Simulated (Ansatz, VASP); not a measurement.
SrO: VASP beside Ansatz

```
Sr O
1.0
     0.00000    2.58000    2.58000
     2.58000    0.00000    2.58000
     2.58000    2.58000    0.00000
Sr O
1 1
Direct
  0.00000 0.00000 0.00000
  0.50000 0.50000 0.50000
```

Alike in both runs: task single point; functional PBEsol; k mesh 6 × 6 × 6; no spin polarisation.

```csv
,VASP,Ansatz
version,VASP 6.6.1,Ansatz 0.2.0
potentials or method,"VASP PAW PBE potentials, release 64 (Sr_sv, O), cutoff 600 eV","scalar-relativistic, plane waves, PAW"
occupations,"gaussian, width 0.01 eV",fixed
valence electrons in the cell,16,16
```

|  | VASP | Ansatz | Ansatz less VASP |
| --- | --- | --- | --- |
| gap on the k mesh at the Fermi level (eV) | 3.16 | 3.21 | +0.046 |
| least direct gap on the mesh (eV) | 3.26 | 3.29 | +0.037 |

VASP's potentials were made for PBE, not for PBEsol, and Ansatz warns of the same on its side.
